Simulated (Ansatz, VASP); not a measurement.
Ga2Te3Pd: VASP beside Ansatz

```
Ga Te Pd
1.0
     7.02350    0.00000    0.00000
    -3.51175    6.08253    0.00000
     0.00000    0.00000    4.08237
Ga Te Pd
2 3 1
Direct
  0.00000 0.00000 0.00000
  0.66667 0.33333 0.50000
  0.49150 0.50850 0.00000
  0.49150 0.98301 0.00000
  0.01699 0.50850 0.00000
  0.33333 0.66667 0.50000
```

Alike in both runs: task single point; functional PBE; k mesh 3 × 3 × 4; occupations gaussian, width 0.1 eV; collinear spin.

|  | VASP | Ansatz |
| --- | --- | --- |
| version | VASP 6.6.1 | Ansatz 0.2.0 |
| potentials or method | VASP PAW PBE potentials, release 64 (Ga_d, Te, Pd), cutoff 520 eV | scalar-relativistic, plane waves, PAW |
| valence electrons in the cell | 54 | 92 |

```tsv
	VASP	Ansatz	Ansatz less VASP
gap on the k mesh at the Fermi level (eV)	none	none	-
pressure (GPa)	-0.1	0.0	+0.03
rms of the force components (eV/Å)	0.004	0.001	-0.0038
net moment per atom (μB)	0.00	0.00	0.000
```

Atom by atom the forces differ by 0.004 eV/Å (rms over components). A gap of «none» marks a metal or a gap that the smearing closes. VASP's potentials hold 54 valence electrons a cell and Ansatz's 92, so a difference there can come from the potentials and not from the codes. Ansatz's warnings: filled band counts differ across k points, seeded moment not kept.

The k mesh is coarse, so the values compare programs but aren't converged. Spin-orbit coupling is off throughout.
